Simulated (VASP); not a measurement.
# Rh (Fm-3m) in VASP: density of states with LDA

Aim: the density of states of Rh with LDA.

All numbers are computed with VASP 6.6.1; they aren't measurements. Logs are shortened: lines on timing, memory, paths and dates and some standing lists are left out, and cuts for length are marked.

## Step 1: The cell of the first run

It takes space group Fm-3m (No. 225, cubic). The conventional cell has a = 3.754 Å, b = 3.754 Å, c = 3.754 Å, α = 90.00°, β = 90.00°, γ = 90.00°. Within 3.5 Å of Rh (site symmetry m-3m) lie 12 Rh at 2.65 Å.

## Step 2: Density of states, LDA

Input file POSCAR:

```
Rh
1.0
    0.0000000000      1.8769875715      1.8769875715
    1.8769875715      0.0000000000      1.8769875715
    1.8769875715      1.8769875715      0.0000000000
Rh
1
Direct
    0.0000000000      0.0000000000      0.0000000000
```

Input file INCAR.step1:

```
SYSTEM = Rh
  ALGO = Normal
  EDIFF = 1E-7
  ENCUT = 520
  ISIF = 2
  ISMEAR = 0
  LASPH = .TRUE.
  LCHARG = .TRUE.
  LMAXMIX = 4
  LREAL = .FALSE.
  LWAVE = .FALSE.
  NBANDS = 14
  NELM = 80
  PREC = Accurate
  SIGMA = 0.05
```

Input file KPOINTS.step1:

```
k-points
0
G
  18 18 18
  0 0 0
```

Input file INCAR.step2:

```
SYSTEM = Rh
  ALGO = Normal
  EDIFF = 1E-7
  ENCUT = 520
  ICHARG = 11
  ISIF = 2
  ISMEAR = -5
  LASPH = .TRUE.
  LCHARG = .FALSE.
  LMAXMIX = 4
  LORBIT = 11
  LREAL = .FALSE.
  LWAVE = .FALSE.
  NBANDS = 14
  NEDOS = 1001
  NELM = 80
  PREC = Accurate
  SIGMA = 0.05
```

Input file KPOINTS.step2:

```
k-points
0
G
  27 27 27
  0 0 0
```

Potentials or basis: VASP PAW LDA potentials, release 64 (Rh_pv).

Command:

```bash
$ cat potpaw_LDA.64/Rh_pv/POTCAR > POTCAR
$ cp INCAR.step1 INCAR
$ cp KPOINTS.step1 KPOINTS
$ mpirun -np 1 vasp_std > vasp.out
$ cp INCAR.step2 INCAR
$ cp KPOINTS.step2 KPOINTS
$ mpirun -np 1 vasp_std > vasp.out
```

OUTCAR:

```text
SYSTEM = Rh
   EDIFF = 1E-7
   ENCUT = 520
   ICHARG = 11
   ISIF = 2
   ISMEAR = -5
   LASPH = .TRUE.
   LORBIT = 11
   LREAL = .FALSE.
   NELM = 80
   PREC = Accurate

 ion  position               nearest neighbor table
   1  0.000  0.000  0.000-

  LATTYP: Found a face centered cubic cell.
 ALAT       =     3.7539751430

  Lattice vectors:

 A1 = (   0.0000000000,   1.8769875715,   1.8769875715)
 A2 = (   1.8769875715,   0.0000000000,   1.8769875715)
 A3 = (   1.8769875715,   1.8769875715,   0.0000000000)

Analysis of symmetry for initial positions (statically):
=====================================================================
 Subroutine PRICEL returns:
 Original cell was already a primitive cell.

 Routine SETGRP: Setting up the symmetry group for a
 face centered cubic supercell.

 Subroutine GETGRP returns: Found 48 space group operations
 (whereof 48 operations were pure point group operations)
 out of a pool of 48 trial point group operations.

The static configuration has the point symmetry O_h .

Analysis of symmetry for dynamics (positions and initial velocities):
=====================================================================
 Subroutine PRICEL returns:
 Original cell was already a primitive cell.

 Routine SETGRP: Setting up the symmetry group for a
 face centered cubic supercell.

 Subroutine GETGRP returns: Found 48 space group operations
 (whereof 48 operations were pure point group operations)
 out of a pool of 48 trial point group operations.

The dynamic configuration has the point symmetry O_h .

 Subroutine INISYM returns: Found 48 space group operations
 (whereof 48 operations are pure point group operations),
 and found     1 'primitive' translations

----------------------------------------------------------------------------------------

                                     Primitive cell

  volume of cell :      13.2256

  direct lattice vectors                    reciprocal lattice vectors
     0.000000000  1.876987571  1.876987571    -0.266384289  0.266384289  0.266384289
     1.876987571  0.000000000  1.876987571     0.266384289 -0.266384289  0.266384289
     1.876987571  1.876987571  0.000000000     0.266384289  0.266384289 -0.266384289

  length of vectors
     2.654461280  2.654461280  2.654461280     0.461391123  0.461391123  0.461391123

  position of ions in fractional coordinates (direct lattice)
     0.000000000  0.000000000  0.000000000

  ion indices of the primitive-cell ions
   primitive index   ion index
                 1           1

----------------------------------------------------------------------------------------

 KPOINTS: k-points

Automatic generation of k-mesh.
 Grid dimensions read from file:
 generate k-points for:   27   27   27

 Generating k-lattice:

  Cartesian coordinates                     Fractional coordinates (reciprocal lattice)
    -0.009866085  0.009866085  0.009866085     0.037037037  0.000000000  0.000000000
     0.009866085 -0.009866085  0.009866085     0.000000000  0.037037037  0.000000000
     0.009866085  0.009866085 -0.009866085     0.000000000  0.000000000  0.037037037

  Length of vectors
     0.017088560  0.017088560  0.017088560

  Shift w.r.t. Gamma in fractional coordinates (k-lattice)
     0.000000000  0.000000000  0.000000000

 TETIRR: Found   2653 inequivalent tetrahedra from   118098

 Subroutine IBZKPT returns following result:
 ===========================================

 Found    560 irreducible k-points:

 Following reciprocal coordinates:
            Coordinates               Weight
  0.000000  0.000000  0.000000      1.000000
  0.037037  0.000000  0.000000      8.000000
  0.074074  0.000000  0.000000      8.000000
  0.111111  0.000000  0.000000      8.000000
  0.148148  0.000000  0.000000      8.000000
  0.185185  0.000000  0.000000      8.000000
[... 16 lines left out ...]
  0.333333  0.037037  0.000000     24.000000
  0.370370  0.037037  0.000000     24.000000
 [... further k-points ...]
   k-points           NKPTS =    560   k-points in BZ     NKDIM =    560   number of bands    NBANDS=     14
   number of dos      NEDOS =   1001   number of ions     NIONS =      1
   total plane-waves  NPLWV =   8000
   dimension x,y,z NGX =    20 NGY =   20 NGZ =   20
   dimension x,y,z NGXF=    40 NGYF=   40 NGZF=   40
   ions per type =               1
   NGX,Y,Z   is equivalent  to a cutoff of  12.53, 12.53, 12.53 a.u.
   NGXF,Y,Z  is equivalent  to a cutoff of  25.05, 25.05, 25.05 a.u.
 SYSTEM =  Rh
   PREC   = accura    normal or accurate (medium, high low for compatibility)
   ISTART =      0    job   : 0-new  1-cont  2-samecut
   ICHARG =     11    charge: 1-file 2-atom 10-const
   ISPIN  =      1    spin polarized calculation?
   LNONCOLLINEAR =      F non collinear calculations
   LSORBIT =      F    spin-orbit coupling
   LASPH  =      T    aspherical Exc in radial PAW
   ENCUT  =  520.0 eV  38.22 Ry    6.18 a.u.   4.94  4.94  4.94*2*pi/ulx,y,z
   NELM   =     80;   NELMIN=  2; NELMDL=  0     # of ELM steps
   EDIFF  = 0.1E-06   stopping-criterion for ELM
   LREAL  =      F    real-space projection
   EDIFFG = 0.1E-05   stopping-criterion for IOM
   NSW    =      0    number of steps for IOM
   IBRION =     -1    ionic relax: 0-MD 1-quasi-New 2-CG
   NFREE  =      0    steps in history (QN), initial steepest desc. (CG)
   ISIF   =      2    stress and relaxation
   ISYM   =      2    0-nonsym 1-usesym 2-fastsym
   POTIM  = 0.5000    time-step for ionic-motion
   TEBEG  =    0.0;   TEEND  =   0.0 temperature during run
   PSTRESS=    0.0 pullay stress
   NELECT =      15.0000    total number of electrons
   NUPDOWN=      -1.0000    fix difference up-down
   EMIN   =  10.00;   EMAX   =-10.00  energy-range for DOS
   EFERMI =   0.00;   METHOD = LEGACY
   ISMEAR =    -5;   SIGMA  =   0.05  broadening in eV -4-tet -1-fermi 0-gaus
   EFERMI_NEDOS =   21; number of points for ismear=-14 and -15
   IALGO  =     38    algorithm
   IMIX   =      4    mixing-type and parameters
     AMIX     =   0.40;   BMIX     =  1.00
     AMIX_MAG =   1.60;   BMIX_MAG =  1.00
  volume/ion in A,a.u.               =      13.23        89.25
  Fermi-wavevector in a.u.,A,eV,Ry     =   1.707263  3.226260 39.657557  2.914748
  Thomas-Fermi vector in A             =   2.786148
   LORBIT       =     11    0 simple, 1 ext, 2 COOP (PROOUT), +10 PAW based schemes
   GGA     = CA    functional components
   LHFCALC =     F    Hartree Fock is set to
   AEXX    =    0.0000 exact exchange contribution
   IVDW    =     0    specifies the selected vdW correction
   LEPSILON=     F    determine dielectric tensor
   LRPA    =     F    only Hartree local field effects (RPA)
 non-spin polarized calculation
 Fermi weights with tetrahedron method with Bloechl corrections
  energy-cutoff  :      520.00
  volume of cell :       13.23
 maximum number of plane-waves:       368

 number of electron      15.0000002 magnetization

 Free energy of the ion-electron system (eV)
  ---------------------------------------------------
  ext. energy  EPLUGINS =         0.00000000
  ---------------------------------------------------
  free energy    TOTEN  =        -8.68377517 eV

  energy without entropy =       -8.68377517  energy(sigma->0) =       -8.68377517

 E-fermi :  12.4405     XC(G=0): -14.6008

 val. band max:       12.6227573723   @ k =   0.4444   0.0000   0.0000
 cond. band min:      12.4116641861   @ k =   0.2963   0.2963   0.0000
 fundamental gap:     -0.2110931862
 Fermi energy:        12.4404537133

 k-point     1 :       0.0000    0.0000    0.0000
  band No.  band energies     occupation
      1     -33.7945      2.00000
      2     -33.7945      2.00000
      3     -33.7945      2.00000
      4       4.1252      2.00000
      5       9.1381      2.00000
      6       9.1381      2.00000
      7       9.1381      2.00000
      8      11.3963      2.00000
      9      11.3963      2.00000
     10      28.3532      0.00000
     11      32.6720      0.00000
     12      33.9819      0.00000
     13      33.9819      0.00000
     14      33.9819      0.00000

 k-point     2 :       0.0370    0.0000    0.0000
  band No.  band energies     occupation
      1     -33.8064      2.00000
      2     -33.7961      2.00000
      3     -33.7961      2.00000
      4       4.1832      2.00000
      5       9.1110      2.00000
      6       9.1617      2.00000
      7       9.1617      2.00000
      8      11.3823      2.00000
      9      11.3823      2.00000
     10      28.4419      0.00000
     11      32.6717      0.00000
     12      33.6532      0.00000
     13      34.0694      0.00000
     14      34.0694      0.00000

 k-point     3 :       0.0741    0.0000    0.0000
  band No.  band energies     occupation
      1     -33.8416      2.00000
      2     -33.8008      2.00000
      3     -33.8008      2.00000
      4       4.3540      2.00000
      5       9.0355      2.00000
      6       9.2284      2.00000
      7       9.2284      2.00000
      8      11.3452      2.00000
      9      11.3452      2.00000
     10      28.6969      0.00000
     11      32.6662      0.00000
     12      32.8579      0.00000
     13      34.3284      0.00000
     14      34.3284      0.00000
[... 324 lines left out ...]
 k-point    23 :       0.3333    0.0370    0.0000
  band No.  band energies     occupation
      1     -34.4101      2.00000
      2     -33.8888      2.00000
      3     -33.8776      2.00000
      4       6.1825      2.00000
      5       9.3316      2.00000
      6       9.4245      2.00000
      7       9.9262      2.00000
      8      12.0482      2.02653
      9      12.2752      1.72691
     10      25.6033      0.00000
     11      29.4307      0.00000
     12      32.6730      0.00000
     13      35.8188      0.00000
     14      36.9790      0.00000

 k-point    24 :       0.3704    0.0370    0.0000
  band No.  band energies     occupation
      1     -34.4911      2.00000
      2     -33.8990      2.00000
      3     -33.8904      2.00000
      4       6.1473      2.00000
      5       9.2274      2.00000
      6       9.3264      2.00000
      7      10.6315      2.00000
      8      12.4567      1.16214
      9      12.5557      0.07153
     10      24.4127      0.00000
     11      28.9305      0.00000
     12      32.6730      0.00000
     13      35.1254      0.00000
     14      35.9998      0.00000

 [... further k-points ...]

------------------------ aborting loop because EDIFF is reached ----------------------------------------

  FORCE on cell =-STRESS in cart. coord.  units (eV):
  Direction    XX          YY          ZZ          XY          YZ          ZX
  --------------------------------------------------------------------------------------
  -------------------------------------------------------------------------------------
  Total        0.0668937      0.0668937      0.0668937     -0.0000000     -0.0000000     -0.0000000
  in kB        8.1036694      8.1036694      8.1036694     -0.0000000     -0.0000000     -0.0000000
  external PRESSURE =       8.1036694 kB  Pullay stress =       0.0000000 kB

 VOLUME and BASIS-vectors are now :
 -----------------------------------------------------------------------------
  energy-cutoff  :      520.00
  volume of cell :       13.23
      direct lattice vectors                 reciprocal lattice vectors
     0.000000000  1.876987571  1.876987571    -0.266384289  0.266384289  0.266384289
     1.876987571  0.000000000  1.876987571     0.266384289 -0.266384289  0.266384289
     1.876987571  1.876987571  0.000000000     0.266384289  0.266384289 -0.266384289

 POSITION                                       TOTAL-FORCE (eV/Angst)
 -----------------------------------------------------------------------------------
      0.00000      0.00000      0.00000        -0.000000     -0.000000     -0.000000
 -----------------------------------------------------------------------------------
    total drift:                                0.000000      0.000000      0.000000

  FREE ENERGIE OF THE ION-ELECTRON SYSTEM (eV)
  ---------------------------------------------------
  free  energy   TOTEN  =        -8.6837751714 eV

  energy  without entropy=       -8.6837751714  energy(sigma->0) =       -8.68377517

 total charge

# of ion       s       p       d       tot
------------------------------------------
    1        0.432   6.330   7.097  13.860
```

Run time: 75 s. Hardware: 1 thread of Intel Xeon Platinum 8375C at 2.90GHz (Ice Lake), shared host; peak memory 0.2 GiB.

Results:

```
Valence electrons inside the program's atomic spheres : Rh 13.86
```

Levels at points of the mesh, in eV from the Fermi level:
| k point | band 3 | band 4 | band 5 | band 6 | band 7 | band 8 | band 9 | band 10 | band 11 | band 12 |
| --- | --- | --- | --- | --- | --- | --- | --- | --- | --- | --- |
| (0.00, 0.00, 0.00) | -46.23 | -8.32 | -3.30 | -3.30 | -3.30 | -1.04 | -1.04 | 15.91 | 20.23 | 21.54 |

Caveat: tetrahedron occupations give inexact forces and stress in metals.
